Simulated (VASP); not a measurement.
# CsPbCl3 (C2) in VASP: single point with PBEsol

Aim: the single point of CsPbCl3 with PBEsol.

Everything below comes from runs of VASP 6.6.1. Logs are shortened: lines on timing, memory, paths and dates and some standing lists are left out, and cuts for length are marked.

### 1 The cell of the first run

The typed cell holds 5 atoms: a = 5.691 Å, b = 5.691 Å, c = 5.479 Å, α = 88.58°, β = 88.58°, γ = 92.82°.

### 2 Single point, PBEsol (strain +0.0375 x Voigt [1, -1, 0, 0, 0, 0])

INCAR reads:

```
SYSTEM = CsPbCl3
PREC     = Accurate       ! precision mode
ENCUT    = 520            ! plane-wave cutoff, eV
EDIFF    = 1E-6           ! SCF threshold, eV
ISMEAR   = 0              ! smearing method
SIGMA    = 0.05           ! smearing width, eV
LREAL    = .FALSE.        ! projectors in reciprocal space
LASPH    = .TRUE.         ! aspherical terms in the spheres
NELM     = 100            ! most SCF steps
ALGO     = Normal         ! electronic algorithm
ISIF     = 2              ! what is computed and relaxed
LWAVE    = .FALSE.        ! write WAVECAR
LCHARG   = .FALSE.        ! write CHGCAR
GGA      = PS             ! functional
NBANDS   = 30             ! bands
```

KPOINTS reads:

```
Automatic mesh
0
G
  6 6 6
  0 0 0
```

POSCAR reads:

```
CsPbCl3
1.0
    4.1222007512      2.2079088666      3.2437951379
   -4.1222007512      2.2079088666      3.2437951379
    0.0000000000     -4.4158177332      3.2437951379
Cs Pb Cl
1 1 3
Direct
    0.5000000000      0.5000000000      0.5000000000
    0.0000000000      0.0000000000      0.0000000000
    0.5000000000      0.0001652038      0.9998347962
    0.0001652038      0.9998347962      0.5000000000
    0.9998347962      0.5000000000      0.0001652038
```

Potentials or basis: VASP PAW PBE potentials, release 64 (Cs_sv, Pb_d, Cl).

Launch:

```sh
$ cat potpaw_PBE.64/Cs_sv/POTCAR potpaw_PBE.64/Pb_d/POTCAR potpaw_PBE.64/Cl/POTCAR > POTCAR
$ mpirun -np 1 vasp_std > vasp.out
```

OUTCAR:

```text
SYSTEM = CsPbCl3
   PREC = Accurate
   ENCUT = 520
   EDIFF = 1E-6
   ISMEAR = 0
   LREAL = .FALSE.
   LASPH = .TRUE.
   NELM = 100
   ISIF = 2
   GGA = PS

 ion  position               nearest neighbor table
   1  0.500  0.500  0.500-
   2  0.000  0.000  0.000-   4 2.74   4 2.74   3 2.85   5 2.85   5 2.85   3 2.85
   3  0.500  0.000  1.000-   2 2.85   2 2.85
   4  0.000  1.000  0.500-   2 2.74   2 2.74
   5  1.000  0.500  0.000-   2 2.85   2 2.85

  LATTYP: Found a base centered monoclinic cell.
 ALAT       =     7.8478196870
 B/A-ratio  =     1.0505340121
 C/A-ratio  =     0.6981814173
 COS(beta)  =    -0.0359296546

  Lattice vectors:

 A1 = (  -4.1222007512,  -2.2079088666,  -3.2437951379)
 A2 = (   4.1222007512,  -2.2079088666,  -3.2437951379)
 A3 = (   0.0000000000,  -4.4158177332,   3.2437951379)

Analysis of symmetry for initial positions (statically):
=====================================================================
 Subroutine PRICEL returns:
 Original cell was already a primitive cell.

 Routine SETGRP: Setting up the symmetry group for a
 base centered monoclinic supercell.

 Subroutine GETGRP returns: Found  2 space group operations
 (whereof  2 operations were pure point group operations)
 out of a pool of  4 trial point group operations.

The static configuration has the point symmetry C_2 .

Analysis of symmetry for dynamics (positions and initial velocities):
=====================================================================
 Subroutine PRICEL returns:
 Original cell was already a primitive cell.

 Routine SETGRP: Setting up the symmetry group for a
 base centered monoclinic supercell.

 Subroutine GETGRP returns: Found  2 space group operations
 (whereof  2 operations were pure point group operations)
 out of a pool of  4 trial point group operations.

The dynamic configuration has the point symmetry C_2 .

 Subroutine INISYM returns: Found  2 space group operations
 (whereof  2 operations are pure point group operations),
 and found     1 'primitive' translations

----------------------------------------------------------------------------------------

                                     Primitive cell

  volume of cell :     177.1393

  direct lattice vectors                    reciprocal lattice vectors
     4.122200751  2.207908867  3.243795138     0.121294432  0.075486207  0.102760291
    -4.122200751  2.207908867  3.243795138    -0.121294432  0.075486207  0.102760291
     0.000000000 -4.415817733  3.243795138     0.000000000 -0.150972415  0.102760291

  length of vectors
     5.691186826  5.691186826  5.479201872     0.175983477  0.175983477  0.182626251

  position of ions in fractional coordinates (direct lattice)
     0.500000000  0.500000000  0.500000000
     0.000000000  0.000000000  0.000000000
     0.500000000  0.000165204  0.999834796
     0.000165204  0.999834796  0.500000000
     0.999834796  0.500000000  0.000165204

  ion indices of the primitive-cell ions
   primitive index   ion index
                 1           1
                 2           2
                 3           3
                 4           4
                 5           5

----------------------------------------------------------------------------------------

 KPOINTS: Automatic mesh

Automatic generation of k-mesh.
 Grid dimensions read from file:
 generate k-points for:    6    6    6

 Generating k-lattice:

  Cartesian coordinates                     Fractional coordinates (reciprocal lattice)
     0.020215739  0.012581035  0.017126715     0.166666667 -0.000000000  0.000000000
    -0.020215739  0.012581035  0.017126715    -0.000000000  0.166666667  0.000000000
     0.000000000 -0.025162069  0.017126715     0.000000000  0.000000000  0.166666667

  Length of vectors
     0.029330580  0.029330580  0.030437708

  Shift w.r.t. Gamma in fractional coordinates (k-lattice)
     0.000000000  0.000000000  0.000000000

 Subroutine IBZKPT returns following result:
 ===========================================

 Found     68 irreducible k-points:

 Following reciprocal coordinates:
            Coordinates               Weight
  0.000000  0.000000  0.000000      1.000000
  0.166667 -0.000000  0.000000      4.000000
  0.333333  0.000000 -0.000000      4.000000
  0.500000 -0.000000 -0.000000      2.000000
  0.166667  0.166667  0.000000      2.000000
  0.333333  0.166667 -0.000000      4.000000
[... 16 lines left out ...]
 -0.333333  0.166667  0.166667      4.000000
 -0.166667  0.166667  0.166667      4.000000
 [... further k-points ...]
   k-points           NKPTS =     68   k-points in BZ     NKDIM =     68   number of bands    NBANDS=     30
   number of dos      NEDOS =    301   number of ions     NIONS =      5
   total plane-waves  NPLWV =  74088
   dimension x,y,z NGX =    42 NGY =   42 NGZ =   42
   dimension x,y,z NGXF=    84 NGYF=   84 NGZF=   84
   ions per type =               1   1   3
   NGX,Y,Z   is equivalent  to a cutoff of  12.27, 12.27, 12.74 a.u.
   NGXF,Y,Z  is equivalent  to a cutoff of  24.54, 24.54, 25.49 a.u.
 SYSTEM =  CsPbCl3
   PREC   = accura    normal or accurate (medium, high low for compatibility)
   ISTART =      0    job   : 0-new  1-cont  2-samecut
   ICHARG =      2    charge: 1-file 2-atom 10-const
   ISPIN  =      1    spin polarized calculation?
   LNONCOLLINEAR =      F non collinear calculations
   LSORBIT =      F    spin-orbit coupling
   LASPH  =      T    aspherical Exc in radial PAW
   ENCUT  =  520.0 eV  38.22 Ry    6.18 a.u.  10.58 10.58 10.19*2*pi/ulx,y,z
   NELM   =    100;   NELMIN=  2; NELMDL= -5     # of ELM steps
   EDIFF  = 0.1E-05   stopping-criterion for ELM
   LREAL  =      F    real-space projection
   EDIFFG = 0.1E-04   stopping-criterion for IOM
   NSW    =      0    number of steps for IOM
   IBRION =     -1    ionic relax: 0-MD 1-quasi-New 2-CG
   NFREE  =      0    steps in history (QN), initial steepest desc. (CG)
   ISIF   =      2    stress and relaxation
   ISYM   =      2    0-nonsym 1-usesym 2-fastsym
   POTIM  = 0.5000    time-step for ionic-motion
   TEBEG  =    0.0;   TEEND  =   0.0 temperature during run
   PSTRESS=    0.0 pullay stress
   NELECT =      44.0000    total number of electrons
   NUPDOWN=      -1.0000    fix difference up-down
   EMIN   =  10.00;   EMAX   =-10.00  energy-range for DOS
   EFERMI =   0.00;   METHOD = LEGACY
   ISMEAR =     0;   SIGMA  =   0.05  broadening in eV -4-tet -1-fermi 0-gaus
   EFERMI_NEDOS =   21; number of points for ismear=-14 and -15
   IALGO  =     38    algorithm
   IMIX   =      4    mixing-type and parameters
     AMIX     =   0.40;   BMIX     =  1.00
     AMIX_MAG =   1.60;   BMIX_MAG =  1.00
  volume/ion in A,a.u.               =      35.43       239.08
  Fermi-wavevector in a.u.,A,eV,Ry     =   1.029092  1.944701 14.408974  1.059030
  Thomas-Fermi vector in A             =   2.163122
   LORBIT       =      0    0 simple, 1 ext, 2 COOP (PROOUT), +10 PAW based schemes
   GGA     = PS    functional components
   LHFCALC =     F    Hartree Fock is set to
   AEXX    =    0.0000 exact exchange contribution
   IVDW    =     0    specifies the selected vdW correction
   LEPSILON=     F    determine dielectric tensor
   LRPA    =     F    only Hartree local field effects (RPA)
 non-spin polarized calculation
 Gauss-broadening in eV      SIGMA  =   0.05
  energy-cutoff  :      520.00
  volume of cell :      177.14
 maximum number of plane-waves:      4800
   NGX = 21   NGY = 21   NGZ = 21

 number of electron      44.0000004 magnetization

 Free energy of the ion-electron system (eV)
  ---------------------------------------------------
  ext. energy  EPLUGINS =         0.00000000
  ---------------------------------------------------
  free energy    TOTEN  =       -18.34387471 eV

  energy without entropy =      -18.34387471  energy(sigma->0) =      -18.34387471

 E-fermi :   1.8443     XC(G=0):  -7.9813

 val. band max:        1.6413188008   @ k =   0.5000   0.5000   0.5000
 cond. band min:       3.2520909505   @ k =   0.5000   0.5000   0.5000
 fundamental gap:      1.6107721497
 Fermi energy:         1.8443086898

 k-point     1 :       0.0000    0.0000    0.0000
  band No.  band energies     occupation
      1     -19.6767      2.00000
      2     -15.1658      2.00000
      3     -15.0765      2.00000
      4     -14.8802      2.00000
      5     -14.8692      2.00000
      6     -14.8588      2.00000
[... 22 lines left out ...]
     29       7.3014      0.00000
     30       7.6974      0.00000

 k-point     2 :       0.1667   -0.0000    0.0000
  band No.  band energies     occupation
      1     -19.6762      2.00000
      2     -15.1624      2.00000
      3     -15.0599      2.00000
      4     -14.8803      2.00000
      5     -14.8694      2.00000
      6     -14.8590      2.00000
[... 22 lines left out ...]
     29       7.0450      0.00000
     30       7.5961      0.00000

 k-point     3 :       0.3333    0.0000   -0.0000
  band No.  band energies     occupation
      1     -19.6752      2.00000
      2     -15.1582      2.00000
      3     -15.0236      2.00000
      4     -14.8806      2.00000
      5     -14.8698      2.00000
      6     -14.8592      2.00000
[... 22 lines left out ...]
     29       7.2693      0.00000
     30       7.9846      0.00000

 k-point     4 :       0.5000   -0.0000   -0.0000
  band No.  band energies     occupation
      1     -19.6747      2.00000
      2     -15.1568      2.00000
      3     -15.0044      2.00000
      4     -14.8806      2.00000
      5     -14.8700      2.00000
      6     -14.8594      2.00000
[... 22 lines left out ...]
     29       7.4133      0.00000
     30       8.4900      0.00000

 k-point     5 :       0.1667    0.1667    0.0000
  band No.  band energies     occupation
      1     -19.6757      2.00000
      2     -15.1580      2.00000
      3     -15.0439      2.00000
      4     -14.8805      2.00000
      5     -14.8696      2.00000
      6     -14.8591      2.00000
[... 22 lines left out ...]
     29       7.1968      0.00000
     30       7.5546      0.00000
[... 526 lines left out ...]
     29       7.5519      0.00000
     30       8.0434      0.00000

 k-point    22 :       0.5000    0.1667    0.1667
  band No.  band energies     occupation
      1     -19.6738      2.00000
      2     -15.1108      2.00000
      3     -14.9863      2.00000
      4     -14.8810      2.00000
      5     -14.8705      2.00000
      6     -14.8600      2.00000
[... 22 lines left out ...]
     29       7.6248      0.00000
     30       8.1760      0.00000

 k-point    23 :      -0.3333    0.1667    0.1667
  band No.  band energies     occupation
      1     -19.6742      2.00000
      2     -15.1126      2.00000
      3     -15.0064      2.00000
      4     -14.8810      2.00000
      5     -14.8703      2.00000
      6     -14.8599      2.00000
[... 22 lines left out ...]
     29       7.4928      0.00000
     30       7.8389      0.00000

 k-point    24 :      -0.1667    0.1667    0.1667
  band No.  band energies     occupation
      1     -19.6751      2.00000
      2     -15.1187      2.00000
      3     -15.0435      2.00000
      4     -14.8807      2.00000
      5     -14.8700      2.00000
      6     -14.8597      2.00000
[... 22 lines left out ...]
     29       7.3480      0.00000
     30       7.4243      0.00000

 [... further k-points ...]
[... 5 lines left out ...]
  --------------------------------------------------------------------------------------
  -------------------------------------------------------------------------------------
  Total       -0.9794430      1.0958197      0.0965447      0.0000000     -0.8788111      0.0000000
  in kB       -8.8587981      9.9113942      0.8732207      0.0000000     -7.9486100      0.0000000
  external PRESSURE =       0.6419389 kB  Pullay stress =       0.0000000 kB

 VOLUME and BASIS-vectors are now :
 -----------------------------------------------------------------------------
  energy-cutoff  :      520.00
  volume of cell :      177.14
      direct lattice vectors                 reciprocal lattice vectors
     4.122200751  2.207908867  3.243795138     0.121294432  0.075486207  0.102760291
    -4.122200751  2.207908867  3.243795138    -0.121294432  0.075486207  0.102760291
     0.000000000 -4.415817733  3.243795138     0.000000000 -0.150972415  0.102760291

 POSITION                                       TOTAL-FORCE (eV/Angst)
 -----------------------------------------------------------------------------------
      0.00000      0.00000      4.86569        -0.000082      0.000000     -0.000000
      0.00000      0.00000      0.00000        -0.000273      0.000000     -0.000000
      2.06042     -3.31077      4.86569         0.000031     -0.000231     -0.000162
     -4.12084      0.00000      4.86569         0.000293      0.000000     -0.000000
      2.06042      3.31077      4.86569         0.000031      0.000231      0.000162
 -----------------------------------------------------------------------------------
    total drift:                               -0.000011     -0.000000      0.000000

  FREE ENERGIE OF THE ION-ELECTRON SYSTEM (eV)
  ---------------------------------------------------
  free  energy   TOTEN  =       -18.3438747065 eV

  energy  without entropy=      -18.3438747065  energy(sigma->0) =      -18.34387471
```

Wall time 2.9 min (1 thread of Intel Xeon Platinum 8488C (Sapphire Rapids), shared host); peak memory 0.47 GiB.

What came out:

```
Free energy            : -18.3439 eV
Pressure               : 0.1 GPa
Band gap on the k mesh : 1.61 eV
```

Caveat: the cell differs from its parent crystal (strain +0.0375 x Voigt [1, -1, 0, 0, 0, 0]); the PAW data sets were made with another functional, which shifts forces and pressure a little; spin-orbit coupling is left out, which moves the levels of the heavy elements. A k mesh can miss the band edges.
